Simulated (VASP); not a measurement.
# GaP (F-43m) in VASP: a series of runs

GaP is run at these levels: r2SCAN+D4, r2SCAN; tasks: relaxation of cell and atoms.

Everything below comes from runs of VASP 6.6.1. Logs are shortened: lines on timing, memory, paths and dates and some standing lists are left out, and cuts for length are marked.

## Step 1: The cell of the first run

Symmetry: F-43m, No. 216, cubic system. The conventional cell has a = 5.451 Å, b = 5.451 Å, c = 5.451 Å, α = 90.00°, β = 90.00°, γ = 90.00°. Ga (site symmetry -43m) has 4 P at 2.36 Å within 3.1 Å. P (site symmetry -43m) has 4 Ga at 2.36 Å within 3.1 Å.

## Step 2: Relaxation of cell and atoms, r2SCAN+D4

File POSCAR:

```
GaP
1.0
    0.0000000000      2.7252500000      2.7252500000
    2.7252500000      0.0000000000      2.7252500000
    2.7252500000      2.7252500000      0.0000000000
Ga P
1 1
Direct
    0.0000000000      0.0000000000      0.0000000000
    0.7500000000      0.7500000000      0.7500000000
```

File INCAR.step1:

```
  PREC = Accurate
  ENCUT = 600
  ISMEAR = 0
  SIGMA = 0.01
  LREAL = F
  LASPH = T
  NELM = 60
  GGA = PE
  ALGO = Normal
  EDIFF = 1E-4
  LWAVE = T
  LCHARG = F
```

File INCAR.step2:

```
  PREC = Accurate
  ENCUT = 600
  EDIFF = 1E-7
  ISMEAR = 0
  SIGMA = 0.01
  LREAL = F
  LASPH = T
  NELM = 60
  ALGO = Normal
  ISIF = 3
  LWAVE = F
  LCHARG = F
  METAGGA = R2SCAN
  LMIXTAU = T
  IVDW = 13
  VDW_S6 = 1.0
  VDW_S8 = 0.6018749
  VDW_A1 = 0.51559235
  VDW_A2 = 5.77342911
  IBRION = 2
  NSW = 100
  EDIFFG = -0.002
  ISTART = 1
```

File KPOINTS:

```
Automatic mesh
0
Gamma
  12 12 12
```

Potentials or basis: VASP PAW PBE potentials, release 64 (Ga_d, P).

Command:

```sh
$ cat potpaw_PBE.64/Ga_d/POTCAR potpaw_PBE.64/P/POTCAR > POTCAR
$ cp INCAR.step1 INCAR
$ mpirun -np 1 vasp_std > vasp.out
$ cp INCAR.step2 INCAR
$ mpirun -np 1 vasp_std > vasp.out
```

OUTCAR:

```text
PREC = Accurate
   ENCUT = 600
   EDIFF = 1E-7
   ISMEAR = 0
   LREAL = F
   LASPH = T
   NELM = 60
   ISIF = 3
   METAGGA = R2SCAN
   IVDW = 13
   IBRION = 2
   NSW = 100
   EDIFFG = -0.002
   ISTART = 1

 ion  position               nearest neighbor table
   1  0.000  0.000  0.000-   2 2.36   2 2.36   2 2.36   2 2.36
   2  0.750  0.750  0.750-   1 2.36   1 2.36   1 2.36   1 2.36

  LATTYP: Found a face centered cubic cell.
 ALAT       =     5.4505000000

  Lattice vectors:

 A1 = (   0.0000000000,   2.7252500000,   2.7252500000)
 A2 = (   2.7252500000,   0.0000000000,   2.7252500000)
 A3 = (   2.7252500000,   2.7252500000,   0.0000000000)

Analysis of symmetry for initial positions (statically):
=====================================================================
 Subroutine PRICEL returns:
 Original cell was already a primitive cell.

 Routine SETGRP: Setting up the symmetry group for a
 face centered cubic supercell.

 Subroutine GETGRP returns: Found 24 space group operations
 (whereof 24 operations were pure point group operations)
 out of a pool of 48 trial point group operations.

The static configuration has the point symmetry T_d .

Analysis of symmetry for dynamics (positions and initial velocities):
=====================================================================
 Subroutine PRICEL returns:
 Original cell was already a primitive cell.

 Routine SETGRP: Setting up the symmetry group for a
 face centered cubic supercell.

 Subroutine GETGRP returns: Found 24 space group operations
 (whereof 24 operations were pure point group operations)
 out of a pool of 48 trial point group operations.

The dynamic configuration has the point symmetry T_d .

 Subroutine INISYM returns: Found 24 space group operations
 (whereof 24 operations are pure point group operations),
 and found     1 'primitive' translations

----------------------------------------------------------------------------------------

                                     Primitive cell

  volume of cell :      40.4808

  direct lattice vectors                    reciprocal lattice vectors
     0.000000000  2.725250000  2.725250000    -0.183469406  0.183469406  0.183469406
     2.725250000  0.000000000  2.725250000     0.183469406 -0.183469406  0.183469406
     2.725250000  2.725250000  0.000000000     0.183469406  0.183469406 -0.183469406

  length of vectors
     3.854085511  3.854085511  3.854085511     0.317778334  0.317778334  0.317778334

  position of ions in fractional coordinates (direct lattice)
     0.000000000  0.000000000  0.000000000
     0.750000000  0.750000000  0.750000000

  ion indices of the primitive-cell ions
   primitive index   ion index
                 1           1
                 2           2

----------------------------------------------------------------------------------------

 KPOINTS: Automatic mesh

Automatic generation of k-mesh.
 Grid dimensions read from file:
 generate k-points for:   12   12   12

 Generating k-lattice:

  Cartesian coordinates                     Fractional coordinates (reciprocal lattice)
    -0.015289117  0.015289117  0.015289117     0.083333333  0.000000000  0.000000000
     0.015289117 -0.015289117  0.015289117     0.000000000  0.083333333  0.000000000
     0.015289117  0.015289117 -0.015289117     0.000000000  0.000000000  0.083333333

  Length of vectors
     0.026481528  0.026481528  0.026481528

  Shift w.r.t. Gamma in fractional coordinates (k-lattice)
     0.000000000  0.000000000  0.000000000

 Subroutine IBZKPT returns following result:
 ===========================================

 Found     72 irreducible k-points:

 Following reciprocal coordinates:
            Coordinates               Weight
  0.000000  0.000000  0.000000      1.000000
  0.083333  0.000000  0.000000      8.000000
  0.166667  0.000000  0.000000      8.000000
  0.250000  0.000000  0.000000      8.000000
  0.333333  0.000000  0.000000      8.000000
  0.416667  0.000000  0.000000      8.000000
[... 16 lines left out ...]
  0.500000  0.166667  0.000000     24.000000
 -0.416667  0.166667  0.000000     24.000000
 [... further k-points ...]
   k-points           NKPTS =     72   k-points in BZ     NKDIM =     72   number of bands    NBANDS=     13
   number of dos      NEDOS =    301   number of ions     NIONS =      2
   total plane-waves  NPLWV =  32768
   dimension x,y,z NGX =    32 NGY =   32 NGZ =   32
   dimension x,y,z NGXF=    64 NGYF=   64 NGZF=   64
   ions per type =               1   1
   NGX,Y,Z   is equivalent  to a cutoff of  13.80, 13.80, 13.80 a.u.
   NGXF,Y,Z  is equivalent  to a cutoff of  27.61, 27.61, 27.61 a.u.
 SYSTEM =  unknown system
   PREC   = accura    normal or accurate (medium, high low for compatibility)
   ISTART =      1    job   : 0-new  1-cont  2-samecut
   ICHARG =      0    charge: 1-file 2-atom 10-const
   ISPIN  =      1    spin polarized calculation?
   LNONCOLLINEAR =      F non collinear calculations
   LSORBIT =      F    spin-orbit coupling
   LASPH  =      T    aspherical Exc in radial PAW
   ENCUT  =  600.0 eV  44.10 Ry    6.64 a.u.   7.70  7.70  7.70*2*pi/ulx,y,z
   NELM   =     60;   NELMIN=  2; NELMDL=  0     # of ELM steps
   EDIFF  = 0.1E-06   stopping-criterion for ELM
   LREAL  =      F    real-space projection
   EDIFFG = -.2E-02   stopping-criterion for IOM
   NSW    =    100    number of steps for IOM
   IBRION =      2    ionic relax: 0-MD 1-quasi-New 2-CG
   NFREE  =      1    steps in history (QN), initial steepest desc. (CG)
   ISIF   =      3    stress and relaxation
   ISYM   =      2    0-nonsym 1-usesym 2-fastsym
   POTIM  = 0.5000    time-step for ionic-motion
   TEBEG  =    0.0;   TEEND  =   0.0 temperature during run
   PSTRESS=    0.0 pullay stress
   NELECT =      18.0000    total number of electrons
   NUPDOWN=      -1.0000    fix difference up-down
   EMIN   =  10.00;   EMAX   =-10.00  energy-range for DOS
   EFERMI =   0.00;   METHOD = LEGACY
   ISMEAR =     0;   SIGMA  =   0.01  broadening in eV -4-tet -1-fermi 0-gaus
   EFERMI_NEDOS =   21; number of points for ismear=-14 and -15
   IALGO  =     38    algorithm
   IMIX   =      4    mixing-type and parameters
     AMIX     =   0.40;   BMIX     =  1.00
     AMIX_MAG =   1.60;   BMIX_MAG =  1.00
  volume/ion in A,a.u.               =      20.24       136.59
  Fermi-wavevector in a.u.,A,eV,Ry     =   1.249538  2.361284 21.243377  1.561344
  Thomas-Fermi vector in A             =   2.383574
   LORBIT       =      0    0 simple, 1 ext, 2 COOP (PROOUT), +10 PAW based schemes
   METAGGA = R2SCAN    functional components
   LHFCALC =     F    Hartree Fock is set to
   AEXX    =    0.0000 exact exchange contribution
   IVDW    =    13    specifies the selected vdW correction
   LEPSILON=     F    determine dielectric tensor
   LRPA    =     F    only Hartree local field effects (RPA)
 conjugate gradient relaxation of ions
 non-spin polarized calculation
 Gauss-broadening in eV      SIGMA  =   0.01
  energy-cutoff  :      600.00
  volume of cell :       40.48
 maximum number of plane-waves:      1369
   NGX = 15   NGY = 15   NGZ = 15

--------------------------------------- Ionic step        1  -------------------------------------------

 number of electron      18.0000003 magnetization

 Free energy of the ion-electron system (eV)
  ---------------------------------------------------
  ext. energy  EPLUGINS =         0.00000000
  ---------------------------------------------------
  free energy    TOTEN  =       -21.46611446 eV

  energy without entropy =      -21.46611446  energy(sigma->0) =      -21.46611446

------------------------ aborting loop because EDIFF is reached ----------------------------------------

  DFT-D4 for vdW energy calculation

  Edisp (eV):   -0.29120

  FORCE on cell =-STRESS in cart. coord.  units (eV):
  Direction    XX          YY          ZZ          XY          YZ          ZX
  --------------------------------------------------------------------------------------
  -------------------------------------------------------------------------------------
  Total      -0.26950    -0.26950    -0.26950     0.00000     0.00000    -0.00000
  in kB     -10.66653   -10.66653   -10.66653     0.00000     0.00000    -0.00000
  external pressure =      -10.67 kB  Pullay stress =        0.00 kB

 VOLUME and BASIS-vectors are now :
 -----------------------------------------------------------------------------
  energy-cutoff  :      600.00
  volume of cell :       40.48
      direct lattice vectors                 reciprocal lattice vectors
     0.000000000  2.725250000  2.725250000    -0.183469406  0.183469406  0.183469406
     2.725250000  0.000000000  2.725250000     0.183469406 -0.183469406  0.183469406
     2.725250000  2.725250000  0.000000000     0.183469406  0.183469406 -0.183469406
[... 81 lines left out ...]
 POSITION                                       TOTAL-FORCE (eV/Angst)
 -----------------------------------------------------------------------------------
      0.00000      0.00000     -0.00000        -0.000000     -0.000000     -0.000000
      4.07116      4.07116      4.07116         0.000000      0.000000      0.000000
 -----------------------------------------------------------------------------------
    total drift:                               -0.000018     -0.000018     -0.000018

  FREE ENERGIE OF THE ION-ELECTRON SYSTEM (eV)
  ---------------------------------------------------
  free  energy   TOTEN  =       -21.7590047728 eV

  energy  without entropy=      -21.7590047728  energy(sigma->0) =      -21.75900477

--------------------------------------- Ionic step        4  -------------------------------------------

 number of electron      18.0000007 magnetization

 Free energy of the ion-electron system (eV)
  ---------------------------------------------------
  ext. energy  EPLUGINS =         0.00000000
  ---------------------------------------------------
  free energy    TOTEN  =       -21.46468982 eV

  energy without entropy =      -21.46468982  energy(sigma->0) =      -21.46468982

 E-fermi :   4.6905     XC(G=0): -10.6073

 val. band max:        4.5836413439   @ k =   0.0000   0.0000   0.0000
 cond. band min:       6.4165411239   @ k =   0.4167   0.4167   0.0000
 fundamental gap:      1.8328997800
 Fermi energy:         4.6905297480

 k-point     1 :       0.0000    0.0000    0.0000
  band No.  band energies     occupation
      1     -10.4254      2.00000
      2     -10.4254      2.00000
      3     -10.4254      2.00000
      4     -10.3082      2.00000
      5     -10.3082      2.00000
      6      -8.5304      2.00000
      7       4.5836      2.00000
      8       4.5836      2.00000
      9       4.5836      2.00000
     10       7.0328      0.00000
     11       8.7716      0.00000
     12       8.7716      0.00000
     13       8.7716      0.00000

 k-point     2 :       0.0833    0.0000    0.0000
  band No.  band energies     occupation
      1     -10.4335      2.00000
      2     -10.4229      2.00000
      3     -10.4229      2.00000
      4     -10.3083      2.00000
      5     -10.3083      2.00000
      6      -8.4331      2.00000
      7       3.7054      2.00000
      8       4.4672      2.00000
      9       4.4672      2.00000
     10       7.4550      0.00000
     11       8.9521      0.00000
[... 339 lines left out ...]
 k-point    24 :      -0.4167    0.1667    0.0000
  band No.  band energies     occupation
      1     -10.5264      2.00000
      2     -10.3914      2.00000
      3     -10.3859      2.00000
      4     -10.3081      2.00000
      5     -10.3018      2.00000
      6      -6.0972      2.00000
      7      -2.1126      2.00000
      8       1.7049      2.00000
      9       3.0385      2.00000
     10       7.7695      0.00000
     11       9.7135      0.00000
     12      10.6329      0.00000
     13      13.3771      0.00000

 [... further k-points ...]

------------------------ aborting loop because EDIFF is reached ----------------------------------------

  DFT-D4 for vdW energy calculation

  Edisp (eV):   -0.29431

  FORCE on cell =-STRESS in cart. coord.  units (eV):
  Direction    XX          YY          ZZ          XY          YZ          ZX
  --------------------------------------------------------------------------------------
  -------------------------------------------------------------------------------------
  Total      -0.00104    -0.00104    -0.00104     0.00000     0.00000    -0.00000
  in kB      -0.04172    -0.04172    -0.04172     0.00000     0.00000    -0.00000
  external pressure =       -0.04 kB  Pullay stress =        0.00 kB

 VOLUME and BASIS-vectors are now :
 -----------------------------------------------------------------------------
  energy-cutoff  :      600.00
  volume of cell :       40.00
      direct lattice vectors                 reciprocal lattice vectors
    -0.000000000  2.714498699  2.714498699    -0.184196073  0.184196073  0.184196073
     2.714498699 -0.000000000  2.714498699     0.184196073 -0.184196073  0.184196073
     2.714498699  2.714498699 -0.000000000     0.184196073  0.184196073 -0.184196073

 POSITION                                       TOTAL-FORCE (eV/Angst)
 -----------------------------------------------------------------------------------
      0.00000      0.00000      0.00000         0.000000      0.000000      0.000000
      4.07175      4.07175      4.07175        -0.000000     -0.000000     -0.000000
 -----------------------------------------------------------------------------------
    total drift:                               -0.000018     -0.000018     -0.000018

  FREE ENERGIE OF THE ION-ELECTRON SYSTEM (eV)
  ---------------------------------------------------
  free  energy   TOTEN  =       -21.7590041322 eV

  energy  without entropy=      -21.7590041322  energy(sigma->0) =      -21.75900413

 reached required accuracy - stopping structural energy minimisation
```

Wall time 5.3 min (1 thread of Intel Xeon Platinum 8488C (Sapphire Rapids), shared host); peak memory 0.23 GiB.

What came out:

```yaml
Free_energy: -21.7590 eV
Relaxed_volume: 20.00 Å³/atom
Relaxed_cell: a = 3.839 Å, b = 3.839 Å, c = 3.839 Å, α = 60.00°, β = 60.00°, γ = 60.00°
Space_group_after_relaxing_to_0.1_Å: F-43m (No. 216)
Energy_gained_by_relaxing: 0.8 meV/atom
Ionic_steps: 4
Pressure_after_relaxing: 0.0 GPa
Band_gap_on_the_k_mesh: 1.83 eV (least direct gap 2.45 eV)
Dispersion_energy_per_atom: -0.147 eV
```

Step by step:
```
step  energy change (eV)  largest force (eV/Å)  pressure (GPa)  volume (Å³)
   1              0.0000                0.0000           -1.07        40.48
   2             -0.0011                0.0000            0.71        39.70
   3             -0.0017                0.0000            0.04        39.99
   4             -0.0017                0.0000            0.00        40.00
```

Final structure:
```cif
data_structure
_symmetry_space_group_name_H-M 'P 1'
_symmetry_Int_Tables_number 1
_cell_length_a 3.8389
_cell_length_b 3.8389
_cell_length_c 3.8389
_cell_angle_alpha 60.000
_cell_angle_beta 60.000
_cell_angle_gamma 60.000
_cell_volume 40.00
loop_
_atom_site_label
_atom_site_type_symbol
_atom_site_fract_x
_atom_site_fract_y
_atom_site_fract_z
_atom_site_occupancy
Ga1 Ga 0.00000 0.00000 0.00000 1
P1 P 0.75000 0.75000 0.75000 1
```

Caveat: the PAW data sets were made with another functional, which shifts forces and pressure a little. A k mesh can miss the band edges.

## Step 3: Relaxation of cell and atoms, r2SCAN

POSCAR is that of step 2.

File INCAR.step1:

```
PREC     = Accurate       # precision mode
ENCUT    = 600            # plane-wave cutoff, eV
ISMEAR   = -1             # smearing method
SIGMA    = 0.08           # smearing width, eV
LREAL    = False          # projectors in reciprocal space
LASPH    = True           # aspherical terms in the spheres
NELM     = 80             # most SCF steps
GGA      = PE             # functional
ALGO     = Normal         # electronic algorithm
EDIFF    = 1E-4           # SCF threshold, eV
LWAVE    = True           # write WAVECAR
LCHARG   = False          # write CHGCAR
```

File INCAR.step2:

```
PREC     = Accurate       # precision mode
ENCUT    = 600            # plane-wave cutoff, eV
EDIFF    = 1E-6           # SCF threshold, eV
ISMEAR   = -1             # smearing method
SIGMA    = 0.08           # smearing width, eV
LREAL    = False          # projectors in reciprocal space
LASPH    = True           # aspherical terms in the spheres
NELM     = 80             # most SCF steps
ALGO     = Normal         # electronic algorithm
ISIF     = 3              # what is computed and relaxed
LWAVE    = False          # write WAVECAR
LCHARG   = False          # write CHGCAR
METAGGA  = R2SCAN         # meta-GGA
LMIXTAU  = True         
IBRION   = 2              # ionic algorithm
NSW      = 100            # ionic steps
EDIFFG   = -0.002         # ionic threshold
ISTART   = 1
```

File KPOINTS:

```
Automatic mesh
0
Gamma
  14 14 14
```

Potentials or basis: VASP PAW PBE potentials, release 64 (Ga_d, P).

Command:

```sh
$ cat potpaw_PBE.64/Ga_d/POTCAR potpaw_PBE.64/P/POTCAR > POTCAR
$ cp INCAR.step1 INCAR
$ mpirun -np 1 vasp_std > vasp.out
$ cp INCAR.step2 INCAR
$ mpirun -np 1 vasp_std > vasp.out
```

Run time: 4.7 min. Hardware: 1 thread of Intel Xeon Platinum 8488C (Sapphire Rapids), shared host; peak memory 0.24 GiB.

The run converged. Its results:

| Property | Result |
| --- | --- |
| Free energy | -21.4662 eV |
| Relaxed volume | 20.23 Å³/atom |
| Relaxed cell | a = 3.854 Å, b = 3.854 Å, c = 3.854 Å, α = 60.00°, β = 60.00°, γ = 60.00° |
| Space group after relaxing (to 0.1 Å) | F-43m (No. 216) |
| Energy gained by relaxing | 0.0 meV/atom |
| Ionic steps | 5 |
| Pressure after relaxing | 0.0 GPa |
| Band gap on the k mesh | 1.85 eV (least direct gap 2.35 eV) |

Final structure:
```yaml
crystal:
  lattice:
    - [0.00000, 2.72486, 2.72486]
    - [2.72486, 0.00000, 2.72486]
    - [2.72486, 2.72486, 0.00000]
  atoms:
    - { symbol: Ga, position: [0.00000, 0.00000, 0.00000] }
    - { symbol: P, position: [0.75000, 0.75000, 0.75000] }
```

Levels at points of the mesh, in eV from the valence-band top:
```tsv
k point	band 6	band 7	band 8	band 9	band 10	band 11	band 12	band 13
(0.00, 0.00, 0.00)	-13.02	0.00	0.00	0.00	2.35	4.19	4.19	4.19
(0.50, 0.00, 0.00)	-10.86	-6.85	-1.17	-1.17	2.04	5.06	5.06	8.83
(0.50, 0.50, 0.00)	-9.93	-6.96	-2.80	-2.80	1.91	2.10	11.36	11.36
```

Caveat: the PAW data sets were made with another functional, which shifts forces and pressure a little. A k mesh can miss the band edges.
